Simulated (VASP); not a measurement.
# Al2InAs3 (I-4m2) in VASP: notebook, part 2 of 2

VASP 6.6.1. The steps go on from the part before.

### 5 Single point, PBE (volume scaled by 0.94, then relaxed in part)

Contents of INCAR:

```
SYSTEM = Al2InAs3
PREC = Accurate ; ENCUT = 520
EDIFF = 1E-6 ; ISMEAR = 0
SIGMA = 0.02 ; LREAL = .False.
LASPH = .True. ; NELM = 80
ALGO = Normal ; ISIF = 2
LWAVE = .False. ; LCHARG = .False.
GGA = PE ; NBANDS = 26
```

Contents of KPOINTS:

```
Automatic mesh
0
Gamma
  10 10 10
  0 0 0
```

Contents of POSCAR:

```
Al2InAs3
1.0
   -2.0334272304      2.0334272304      8.6443958222
    2.0334272304     -2.0334272304      8.6443958222
    2.0334272304      2.0334272304     -8.6443958222
Al In As
2 1 3
Direct
    0.8292356060      0.8292356060      0.0000000000
    0.1707643940      0.1707643940      0.0000000000
    0.5000000000      0.5000000000      0.0000000000
    0.4070555293      0.9070555293      0.5000000000
    0.0929444707      0.5929444707      0.5000000000
    0.7500000000      0.2500000000      0.5000000000
```

Run with:

```
cat potpaw_PBE.64/Al/POTCAR potpaw_PBE.64/In_d/POTCAR potpaw_PBE.64/As/POTCAR > POTCAR
mpirun -np 1 vasp_std > vasp.out
```

Run time: 12 min. Hardware: 1 thread of Intel Xeon 6975P-C (Granite Rapids), shared host; peak memory 0.92 GiB.

It converged, with:

| Property | Result |
| --- | --- |
| Free energy | -26.2843 eV |
| Pressure | 4.4 GPa |
| Largest force | 0.005 eV/Å |
| Band gap on the k mesh | 1.24 eV, direct |

Forces on the atoms (eV/Å):
```
Al   0.000  0.000  0.001
Al   0.000  0.000 -0.001
In   0.000  0.000  0.000
As   0.000  0.000  0.005
As   0.000  0.000 -0.005
As   0.000  0.000  0.000
```

Levels at points of the mesh, in eV from the valence-band top:
```tsv
k point	band 15	band 16	band 17	band 18	band 19	band 20
(0.00, 0.00, 0.00)	-0.22	0.00	0.00	1.24	1.61	2.07
(0.50, 0.00, 0.00)	-1.27	-0.96	-0.51	1.66	2.74	3.03
(0.50, 0.50, 0.00)	-2.82	-2.31	-2.31	1.38	2.01	3.04
(0.50, 0.50, 0.50)	-1.11	-0.61	-0.61	1.39	2.07	2.93
```

Caveat: spin-orbit coupling is left out, which moves the levels of the heavy elements.

### 6 Single point, PBE (volume scaled by 0.97, then relaxed in part)

Contents of INCAR:

```
PREC = Accurate
ENCUT = 520
EDIFF = 1E-6
ISMEAR = 0
SIGMA = 0.02
LREAL = False
LASPH = True
NELM = 60
ALGO = Normal
ISIF = 2
LWAVE = False
LCHARG = False
GGA = PE
NBANDS = 26
```

Contents of KPOINTS:

```
regular mesh
0
Gamma
  10 10 10
```

Contents of POSCAR:

```
Al2InAs3
1.0
   -2.0544383936      2.0544383936      8.7387547313
    2.0544383936     -2.0544383936      8.7387547313
    2.0544383936      2.0544383936     -8.7387547313
Al In As
2 1 3
Direct
    0.8292790205      0.8292790205      0.0000000000
    0.1707209795      0.1707209795      0.0000000000
    0.5000000000      0.5000000000      0.0000000000
    0.4071793750      0.9071793750      0.5000000000
    0.0928206250      0.5928206250      0.5000000000
    0.7500000000      0.2500000000      0.5000000000
```

Potentials or basis: VASP PAW PBE potentials, release 64 (Al, In_d, As).

Run with:

```
cat potpaw_PBE.64/Al/POTCAR potpaw_PBE.64/In_d/POTCAR potpaw_PBE.64/As/POTCAR > POTCAR
mpirun -np 1 vasp_std > vasp.out
```

OUTCAR:

```text
PREC = Accurate
   ENCUT = 520
   EDIFF = 1E-6
   ISMEAR = 0
   LREAL = False
   LASPH = True
   NELM = 60
   ISIF = 2
   GGA = PE

 ion  position               nearest neighbor table
   1  0.829  0.829  0.000-   4 2.46   4 2.46   6 2.48   6 2.48
   2  0.171  0.171  0.000-   5 2.46   5 2.46   6 2.48   6 2.48
   3  0.500  0.500  0.000-   4 2.62   5 2.62   5 2.62   4 2.62
   4  0.407  0.907  0.500-   1 2.46   1 2.46   3 2.62   3 2.62
   5  0.093  0.593  0.500-   2 2.46   2 2.46   3 2.62   3 2.62
   6  0.750  0.250  0.500-   1 2.48   2 2.48   1 2.48   2 2.48

  LATTYP: Found a body centered tetragonal cell.
 ALAT       =     4.1088767872
 C/A-ratio  =     4.2535978487

  Lattice vectors:

 A1 = (  -2.0544383936,   2.0544383936,   8.7387547313)
 A2 = (   2.0544383936,  -2.0544383936,   8.7387547313)
 A3 = (   2.0544383936,   2.0544383936,  -8.7387547313)

Analysis of symmetry for initial positions (statically):
=====================================================================
 Subroutine PRICEL returns:
 Original cell was already a primitive cell.

 Routine SETGRP: Setting up the symmetry group for a
 body centered tetragonal supercell.

[... 171 lines left out ...]
  free energy    TOTEN  =       -26.37677026 eV

  energy without entropy =      -26.37677026  energy(sigma->0) =      -26.37677026

 E-fermi :   4.1947     XC(G=0):  -9.0288

 val. band max:        4.0890175285   @ k =   0.0000   0.0000   0.0000
 cond. band min:       5.1278319610   @ k =   0.0000   0.0000   0.0000
 fundamental gap:      1.0388144325
 Fermi energy:         4.1946854521

 k-point     1 :       0.0000    0.0000    0.0000
  band No.  band energies     occupation
      1     -10.1953      2.00000
      2     -10.0424      2.00000
      3     -10.0424      2.00000
      4      -9.9755      2.00000
      5      -9.9628      2.00000
      6      -7.7698      2.00000
[... 685 lines left out ...]
     25      10.0234      0.00000
     26      10.5294      0.00000

 [... further k-points ...]
[... 5 lines left out ...]
  --------------------------------------------------------------------------------------
  -------------------------------------------------------------------------------------
  Total        1.9274680      1.9274680      1.9266198      0.0000000      0.0000000      0.0000000
  in kB       20.9315783     20.9315783     20.9223666      0.0000000      0.0000000      0.0000000
  external PRESSURE =      20.9285077 kB  Pullay stress =       0.0000000 kB

 VOLUME and BASIS-vectors are now :
 -----------------------------------------------------------------------------
  energy-cutoff  :      520.00
  volume of cell :      147.54
      direct lattice vectors                 reciprocal lattice vectors
    -2.054438394  2.054438394  8.738754731     0.000000000  0.243375514  0.057216390
     2.054438394 -2.054438394  8.738754731     0.243375514  0.000000000  0.057216390
     2.054438394  2.054438394 -8.738754731     0.243375514  0.243375514  0.000000000

 POSITION                                       TOTAL-FORCE (eV/Angst)
 -----------------------------------------------------------------------------------
      0.00000      0.00000     14.49373        -0.000000      0.000000      0.000868
      0.00000      0.00000      2.98378        -0.000000      0.000000     -0.000868
      0.00000      0.00000      8.73875        -0.000000      0.000000     -0.000000
      2.05444      0.00000      7.11648         0.000000     -0.000000      0.004259
      2.05444      0.00000      1.62227         0.000000     -0.000000     -0.004259
      0.00000      2.05444      4.36938        -0.000000      0.000000     -0.000000
 -----------------------------------------------------------------------------------
    total drift:                               -0.000000      0.000000      0.000000

  FREE ENERGIE OF THE ION-ELECTRON SYSTEM (eV)
  ---------------------------------------------------
  free  energy   TOTEN  =       -26.3767702557 eV

  energy  without entropy=      -26.3767702557  energy(sigma->0) =      -26.37677026
```

OSZICAR:

```text
N       E                     dE             d eps       ncg     rms          rms(c)
DAV:   1     0.211747840373E+03    0.21175E+03   -0.13849E+04  5304   0.120E+03
DAV:   2    -0.414860999070E+01   -0.21590E+03   -0.20249E+03  5650   0.272E+02
DAV:   3    -0.262568573079E+02   -0.22108E+02   -0.21609E+02  6770   0.913E+01
DAV:   4    -0.270963980003E+02   -0.83954E+00   -0.83611E+00  6532   0.189E+01
DAV:   5    -0.271280939680E+02   -0.31696E-01   -0.31686E-01  8100   0.377E+00    0.651E+00
DAV:   6    -0.264589524170E+02    0.66914E+00   -0.99835E-01  8134   0.113E+01    0.397E+00
DAV:   7    -0.263760789659E+02    0.82873E-01   -0.58340E-01  7522   0.428E+00    0.987E-01
DAV:   8    -0.263741406453E+02    0.19383E-02   -0.47649E-02  6924   0.198E+00    0.705E-01
DAV:   9    -0.263758818751E+02   -0.17412E-02   -0.44975E-03  6210   0.436E-01    0.249E-01
DAV:  10    -0.263765953983E+02   -0.71352E-03   -0.69766E-04  6974   0.140E-01    0.120E-01
DAV:  11    -0.263767650509E+02   -0.16965E-03   -0.26482E-04  6632   0.133E-01    0.621E-02
DAV:  12    -0.263767679031E+02   -0.28522E-05   -0.15416E-05  6790   0.258E-02    0.241E-02
DAV:  13    -0.263767707274E+02   -0.28243E-05   -0.97911E-06  6204   0.191E-02    0.515E-03
DAV:  14    -0.263767702557E+02    0.47169E-06   -0.10968E-06  4744   0.643E-03
   1 F= -.26376770E+02 E0= -.26376770E+02  d E =-.170005E-16
```

stdout:

```text
POSCAR found type information on POSCAR AlInAs
 POSCAR found :  3 types and       6 ions
 scaLAPACK will be used
 LDA part: xc-table for (Slater+PW92), standard interpolation
 POSCAR, INCAR and KPOINTS ok, starting setup
 FFT: planning ... GRIDC
 FFT: planning ... GRID_SOFT
 FFT: planning ... GRID
 WAVECAR not read
 entering main loop
```

It took 15 min on 1 thread of Intel Xeon 6975P-C (Granite Rapids), shared host; peak memory 0.93 GiB.

What came out:

* Free energy: -26.3768 eV
* Pressure: 2.1 GPa
* Largest force: 0.004 eV/Å
* Band gap on the k mesh: 1.04 eV, direct

Forces on the atoms (eV/Å):
```
Al   0.000  0.000  0.001
Al   0.000  0.000 -0.001
In   0.000  0.000  0.000
As   0.000  0.000  0.004
As   0.000  0.000 -0.004
As   0.000  0.000  0.000
```

Caveat: spin-orbit coupling is left out, which moves the levels of the heavy elements. A k mesh can miss the band edges.

### 7 Overview

```tsv
cell	k mesh	smearing	gap on the mesh (eV)	pressure (GPa)
a = 9.306 Å, angles 154.2, 154.2, 36.8°, 6 atoms	6 × 6 × 6	gaussian 0.1 eV	0.84	0.1
a = 9.400 Å, angles 154.2, 154.2, 36.8°, 6 atoms	10 × 10 × 10	gaussian 0.02 eV	0.65	-1.6
a = 9.490 Å, angles 154.2, 154.2, 36.8°, 6 atoms	10 × 10 × 10	gaussian 0.02 eV	0.47	-3.0
a = 9.110 Å, angles 154.2, 154.2, 36.8°, 6 atoms	10 × 10 × 10	gaussian 0.02 eV	1.24	4.4
a = 9.209 Å, angles 154.2, 154.2, 36.8°, 6 atoms	10 × 10 × 10	gaussian 0.02 eV	1.04	2.1
```

Alike in all rows: task single point; level PBE; potentials or basis VASP PAW PBE potentials, release 64 (Al, In_d, As); no spin polarisation; cutoff (eV) 520.

Caveats: spin-orbit coupling is left out, which moves the levels of the heavy elements.

Total energies depend on the potentials used, so only differences within one code and one set of settings carry meaning.
